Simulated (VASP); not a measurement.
**ZnS: single point with PBE**

Crystal: ZnS.

```xyz
2
Lattice="0.0000 2.7212 2.7212 2.7212 0.0000 2.7212 2.7212 2.7212 0.0000" Properties=species:S:1:pos:R:3 pbc="T T T"
Zn    0.0000    0.0000    0.0000
S     4.0817    4.0817    4.0817
```

```json
{
  "Program": "VASP 6.6.1",
  "Task": "single point",
  "Functional": "PBE",
  "Potentials or basis": "VASP PAW PBE potentials, release 64 (Zn, S)",
  "Cutoff": "520 eV",
  "k mesh": "10 × 10 × 10",
  "Occupations": "gaussian, width 0.02 eV",
  "Spin": "no spin polarisation"
}
```

* Pressure: 0.2 GPa
* Band gap on the k mesh: 2.02 eV, direct

Levels at points of the mesh, in eV from the valence-band top:
| k point | band 7 | band 8 | band 9 | band 10 | band 11 | band 12 |
| --- | --- | --- | --- | --- | --- | --- |
| (0.00, 0.00, 0.00) | 0.00 | 0.00 | 0.00 | 2.02 | 6.41 | 6.41 |
| (0.50, 0.00, 0.00) | -5.15 | -0.84 | -0.84 | 3.27 | 6.94 | 6.94 |
| (0.50, 0.50, 0.00) | -4.48 | -2.14 | -2.14 | 3.45 | 4.07 | 10.83 |

Wall time 18 s on 1 thread of AMD EPYC 9R45 96-Core Processor (Zen 5) (shared host), peak memory 0.15 GiB.
